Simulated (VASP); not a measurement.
# MoRu5 (P-6m2) in VASP: a series of runs

The runs below take MoRu5 through single point, with PBE.

Everything below comes from runs of VASP 6.6.1. Logs are shortened: lines on timing, memory, paths and dates and some standing lists are left out, and cuts for length are marked.

### Step 1. The cell of the first run

Symmetry: P-6m2, No. 187, hexagonal system. The conventional cell has a = 2.767 Å, b = 2.767 Å, c = 13.152 Å, α = 90.00°, β = 90.00°, γ = 120.00°. Mo (site symmetry -6m2) has 6 Ru at 2.76 Å and 6 Mo at 2.77 Å within 3.6 Å. Ru (site symmetry -6m2) has 12 Ru at 2.67 to 2.77 Å within 3.5 Å. Ru (site symmetry 3m) has 9 Ru at 2.70 to 2.77 Å and 3 Mo at 2.76 Å within 3.6 Å. Ru (site symmetry 3m) has 12 Ru at 2.67 to 2.77 Å within 3.5 Å.

### Step 2. Single point, PBE (14.53 Å³/atom)

INCAR

```
SYSTEM = MoRu5
ALGO = Fast
EDIFF = 1E-6
ENCUT = 520
GGA = PE
ISIF = 2
ISMEAR = 0
LASPH = .TRUE.
LCHARG = .FALSE.
LREAL = .FALSE.
LWAVE = .FALSE.
NBANDS = 51
NELM = 60
PREC = Accurate
SIGMA = 0.1
```

KPOINTS

```
k-points
0
G
  18 18 4
  0 0 0
```

POSCAR

```
MoRu5
1.0
    2.7666821241     -0.0000000292      0.0000000000
   -1.3833410368      2.3960170183      0.0000000000
    0.0000000000      0.0000000000     13.1519315079
Mo Ru
1 5
Direct
    0.0000000000      0.0000000000      0.5000000000
    0.3333333333      0.6666666667      0.0000000000
    0.3333333333      0.6666666667      0.3285905762
    0.3333333333      0.6666666667      0.6714094238
    0.0000000000      0.0000000000      0.8368821380
    0.0000000000      0.0000000000      0.1631178620
```

Potentials or basis: VASP PAW PBE potentials, release 64 (Mo_sv, Ru_pv).

Started as:

```
cat potpaw_PBE.64/Mo_sv/POTCAR potpaw_PBE.64/Ru_pv/POTCAR > POTCAR
mpirun -np 1 vasp_std > vasp.out
```

OUTCAR:

```text
SYSTEM = MoRu5
   EDIFF = 1E-6
   ENCUT = 520
   GGA = PE
   ISIF = 2
   ISMEAR = 0
   LASPH = .TRUE.
   LREAL = .FALSE.
   NELM = 60
   PREC = Accurate

 ion  position               nearest neighbor table
   1  0.000  0.000  0.500-   3 2.76   4 2.76   3 2.76   4 2.76   3 2.76   4 2.76
   2  0.333  0.667  0.000-   5 2.67   6 2.67   5 2.67   6 2.67   5 2.67   6 2.67
   3  0.333  0.667  0.329-   6 2.70   6 2.70   6 2.70   1 2.76   1 2.76   1 2.76
   4  0.333  0.667  0.671-   5 2.70   5 2.70   5 2.70   1 2.76   1 2.76   1 2.76
   5  0.000  0.000  0.837-   2 2.67   2 2.67   2 2.67   4 2.70   4 2.70   4 2.70
   6  0.000  0.000  0.163-   2 2.67   2 2.67   2 2.67   3 2.70   3 2.70   3 2.70

  LATTYP: Found a hexagonal cell.
 ALAT       =     2.7666821241
 C/A-ratio  =     4.7536836246

  Lattice vectors:

 A1 = (   2.7666821241,  -0.0000000292,   0.0000000000)
 A2 = (  -1.3833410368,   2.3960170183,   0.0000000000)
 A3 = (   0.0000000000,   0.0000000000,  13.1519315079)

Analysis of symmetry for initial positions (statically):
=====================================================================
 Subroutine PRICEL returns:
 Original cell was already a primitive cell.

 Routine SETGRP: Setting up the symmetry group for a
 hexagonal supercell.

 Subroutine GETGRP returns: Found 12 space group operations
 (whereof 12 operations were pure point group operations)
 out of a pool of 24 trial point group operations.

The static configuration has the point symmetry D_3h.

Analysis of symmetry for dynamics (positions and initial velocities):
=====================================================================
 Subroutine PRICEL returns:
 Original cell was already a primitive cell.

 Routine SETGRP: Setting up the symmetry group for a
 hexagonal supercell.

 Subroutine GETGRP returns: Found 12 space group operations
 (whereof 12 operations were pure point group operations)
 out of a pool of 24 trial point group operations.

The dynamic configuration has the point symmetry D_3h.

 Subroutine INISYM returns: Found 12 space group operations
 (whereof 12 operations are pure point group operations),
 and found     1 'primitive' translations

----------------------------------------------------------------------------------------

                                     Primitive cell

  volume of cell :      87.1844

  direct lattice vectors                    reciprocal lattice vectors
     2.766682124 -0.000000029  0.000000000     0.361443766  0.208679650  0.000000000
    -1.383341037  2.396017018  0.000000000     0.000000004  0.417359309  0.000000000
     0.000000000  0.000000000 13.151931508     0.000000000  0.000000000  0.076034459

  length of vectors
     2.766682124  2.766682124 13.151931508     0.417359309  0.417359309  0.076034459

  position of ions in fractional coordinates (direct lattice)
     0.000000000  0.000000000  0.500000000
     0.333333333  0.666666667  0.000000000
     0.333333333  0.666666667  0.328590576
     0.333333333  0.666666667  0.671409424
     0.000000000  0.000000000  0.836882138
     0.000000000  0.000000000  0.163117862

  ion indices of the primitive-cell ions
   primitive index   ion index
                 1           1
                 2           2
                 3           3
                 4           4
                 5           5
                 6           6

----------------------------------------------------------------------------------------

 KPOINTS: k-points

Automatic generation of k-mesh.
 Grid dimensions read from file:
 generate k-points for:   18   18    4

 Generating k-lattice:

  Cartesian coordinates                     Fractional coordinates (reciprocal lattice)
     0.020080209  0.011593314  0.000000000     0.055555556  0.000000000  0.000000000
     0.000000000  0.023186628  0.000000000     0.000000000  0.055555556  0.000000000
     0.000000000  0.000000000  0.019008615     0.000000000  0.000000000  0.250000000

  Length of vectors
     0.023186628  0.023186628  0.019008615

  Shift w.r.t. Gamma in fractional coordinates (k-lattice)
     0.000000000  0.000000000  0.000000000

 Subroutine IBZKPT returns following result:
 ===========================================

 Found    111 irreducible k-points:

 Following reciprocal coordinates:
            Coordinates               Weight
  0.000000  0.000000  0.000000      1.000000
  0.055556  0.000000  0.000000      6.000000
  0.111111  0.000000  0.000000      6.000000
  0.166667 -0.000000  0.000000      6.000000
  0.222222 -0.000000  0.000000      6.000000
  0.277778 -0.000000  0.000000      6.000000
[... 16 lines left out ...]
  0.333333  0.111111  0.000000     12.000000
  0.388889  0.111111  0.000000     12.000000
 [... further k-points ...]
   k-points           NKPTS =    111   k-points in BZ     NKDIM =    111   number of bands    NBANDS=     51
   number of dos      NEDOS =    301   number of ions     NIONS =      6
   total plane-waves  NPLWV =  56448
   dimension x,y,z NGX =    24 NGY =   24 NGZ =   98
   dimension x,y,z NGXF=    48 NGYF=   48 NGZF=  196
   ions per type =               1   5
   NGX,Y,Z   is equivalent  to a cutoff of  14.42, 14.42, 12.39 a.u.
   NGXF,Y,Z  is equivalent  to a cutoff of  28.84, 28.84, 24.78 a.u.
 SYSTEM =  MoRu5
   PREC   = accura    normal or accurate (medium, high low for compatibility)
   ISTART =      0    job   : 0-new  1-cont  2-samecut
   ICHARG =      2    charge: 1-file 2-atom 10-const
   ISPIN  =      1    spin polarized calculation?
   LNONCOLLINEAR =      F non collinear calculations
   LSORBIT =      F    spin-orbit coupling
   LASPH  =      T    aspherical Exc in radial PAW
   ENCUT  =  520.0 eV  38.22 Ry    6.18 a.u.   5.14  5.14 24.45*2*pi/ulx,y,z
   NELM   =     60;   NELMIN=  2; NELMDL= -5     # of ELM steps
   EDIFF  = 0.1E-05   stopping-criterion for ELM
   LREAL  =      F    real-space projection
   EDIFFG = 0.1E-04   stopping-criterion for IOM
   NSW    =      0    number of steps for IOM
   IBRION =     -1    ionic relax: 0-MD 1-quasi-New 2-CG
   NFREE  =      0    steps in history (QN), initial steepest desc. (CG)
   ISIF   =      2    stress and relaxation
   ISYM   =      2    0-nonsym 1-usesym 2-fastsym
   POTIM  = 0.5000    time-step for ionic-motion
   TEBEG  =    0.0;   TEEND  =   0.0 temperature during run
   PSTRESS=    0.0 pullay stress
   NELECT =      84.0000    total number of electrons
   NUPDOWN=      -1.0000    fix difference up-down
   EMIN   =  10.00;   EMAX   =-10.00  energy-range for DOS
   EFERMI =   0.00;   METHOD = LEGACY
   ISMEAR =     0;   SIGMA  =   0.10  broadening in eV -4-tet -1-fermi 0-gaus
   EFERMI_NEDOS =   21; number of points for ismear=-14 and -15
   IALGO  =     68    algorithm
   IMIX   =      4    mixing-type and parameters
     AMIX     =   0.40;   BMIX     =  1.00
     AMIX_MAG =   1.60;   BMIX_MAG =  1.00
  volume/ion in A,a.u.               =      14.53        98.06
  Fermi-wavevector in a.u.,A,eV,Ry     =   1.616919  3.055535 35.571455  2.614428
  Thomas-Fermi vector in A             =   2.711428
   LORBIT       =      0    0 simple, 1 ext, 2 COOP (PROOUT), +10 PAW based schemes
   GGA     = PE    functional components
   LHFCALC =     F    Hartree Fock is set to
   AEXX    =    0.0000 exact exchange contribution
   IVDW    =     0    specifies the selected vdW correction
   LEPSILON=     F    determine dielectric tensor
   LRPA    =     F    only Hartree local field effects (RPA)
 non-spin polarized calculation
 RMM-DIIS sequential band-by-band and
 Gauss-broadening in eV      SIGMA  =   0.10
  energy-cutoff  :      520.00
  volume of cell :       87.18
 maximum number of plane-waves:      2370
 NGX is ok and might be reduce to    24
   NGX = 11   NGY = 11   NGZ = 49

 number of electron      84.0000009 magnetization

 Free energy of the ion-electron system (eV)
  ---------------------------------------------------
  ext. energy  EPLUGINS =         0.00000000
  ---------------------------------------------------
  free energy    TOTEN  =       -56.87885818 eV

  energy without entropy =      -56.84907842  energy(sigma->0) =      -56.86396830

 E-fermi :  11.9082     XC(G=0): -13.7180

 val. band max:       11.9076112364   @ k =   0.0556   0.0000   0.5000
 cond. band min:      11.9082893089   @ k =   0.4444   0.0556   0.2500
 fundamental gap:      0.0006780725
 Fermi energy:        11.9082329059

 k-point     1 :       0.0000    0.0000    0.0000
  band No.  band energies     occupation
      1     -48.8844      2.00000
      2     -31.5108      2.00000
      3     -31.2047      2.00000
      4     -30.9404      2.00000
      5     -30.8003      2.00000
      6     -30.8003      2.00000
[... 43 lines left out ...]
     50      13.1013      0.00000
     51      13.3171      0.00000

 k-point     2 :       0.0556    0.0000    0.0000
  band No.  band energies     occupation
      1     -48.8787      2.00000
      2     -31.5037      2.00000
      3     -31.2030      2.00000
      4     -30.9456      2.00000
      5     -30.8155      2.00000
      6     -30.8060      2.00000
[... 43 lines left out ...]
     50      13.0724      0.00000
     51      13.2891      0.00000

 k-point     3 :       0.1111    0.0000    0.0000
  band No.  band energies     occupation
      1     -48.8621      2.00000
      2     -31.4831      2.00000
      3     -31.2002      2.00000
      4     -30.9649      2.00000
      5     -30.8582      2.00000
      6     -30.8223      2.00000
[... 43 lines left out ...]
     50      13.0679      0.00000
     51      13.1833      0.00000
[... 1027 lines left out ...]
 k-point    23 :       0.3333    0.1111    0.0000
  band No.  band energies     occupation
      1     -48.7067      2.00000
      2     -31.3959      2.00000
      3     -31.3955      2.00000
      4     -31.2478      2.00000
      5     -31.1657      2.00000
      6     -31.0671      2.00000
[... 43 lines left out ...]
     50      14.4573      0.00000
     51      14.7801      0.00000

 k-point    24 :       0.3889    0.1111    0.0000
  band No.  band energies     occupation
      1     -48.6907      2.00000
      2     -31.4351      2.00000
      3     -31.4218      2.00000
      4     -31.2870      2.00000
      5     -31.1593      2.00000
      6     -31.0937      2.00000
[... 43 lines left out ...]
     50      15.4035      0.00000
     51      15.4101      0.00000

 [... further k-points ...]

------------------------ aborting loop because EDIFF is reached ----------------------------------------

  FORCE on cell =-STRESS in cart. coord.  units (eV):
  Direction    XX          YY          ZZ          XY          YZ          ZX
  --------------------------------------------------------------------------------------
  -------------------------------------------------------------------------------------
  Total       -4.4523408     -4.4523408     -4.4508997      0.0000000      0.0000000      0.0000000
  in kB      -81.8201524    -81.8201524    -81.7936697      0.0000000      0.0000000      0.0000000
  external PRESSURE =     -81.8113248 kB  Pullay stress =       0.0000000 kB

 VOLUME and BASIS-vectors are now :
 -----------------------------------------------------------------------------
  energy-cutoff  :      520.00
  volume of cell :       87.18
      direct lattice vectors                 reciprocal lattice vectors
     2.766682124 -0.000000029  0.000000000     0.361443766  0.208679650  0.000000000
    -1.383341037  2.396017018  0.000000000     0.000000004  0.417359309  0.000000000
     0.000000000  0.000000000 13.151931508     0.000000000  0.000000000  0.076034459

 POSITION                                       TOTAL-FORCE (eV/Angst)
 -----------------------------------------------------------------------------------
      0.00000      0.00000      6.57597        -0.000000      0.000000     -0.000000
      0.00000      1.59734      0.00000        -0.000000     -0.000000     -0.000000
      0.00000      1.59734      4.32160         0.000000     -0.000000     -0.011222
      0.00000      1.59734      8.83033         0.000000     -0.000000      0.011222
      0.00000      0.00000     11.00662        -0.000000      0.000000      0.000679
      0.00000      0.00000      2.14531        -0.000000      0.000000     -0.000679
 -----------------------------------------------------------------------------------
    total drift:                                0.000000     -0.000000     -0.000000

  FREE ENERGIE OF THE ION-ELECTRON SYSTEM (eV)
  ---------------------------------------------------
  free  energy   TOTEN  =       -56.8788581793 eV

  energy  without entropy=      -56.8490784181  energy(sigma->0) =      -56.86396830
```

Run time: 22 min. Hardware: 1 thread of Intel Xeon 8259CL, shared host; peak memory 0.5 GiB.

Results:

* Free energy: -56.8789 eV
* Pressure: -8.2 GPa
* Largest force: 0.011 eV/Å
* Band gap on the k mesh: zero (bands 42 and 43 overlap by 2.35 eV)

Forces on the atoms (eV/Å):
```
Mo   0.000  0.000  0.000
Ru   0.000  0.000  0.000
Ru   0.000  0.000 -0.011
Ru   0.000  0.000  0.011
Ru   0.000  0.000  0.001
Ru   0.000  0.000 -0.001
```

Caveat: the cell stands under tension.

(Part 1 of 2 ends here.)
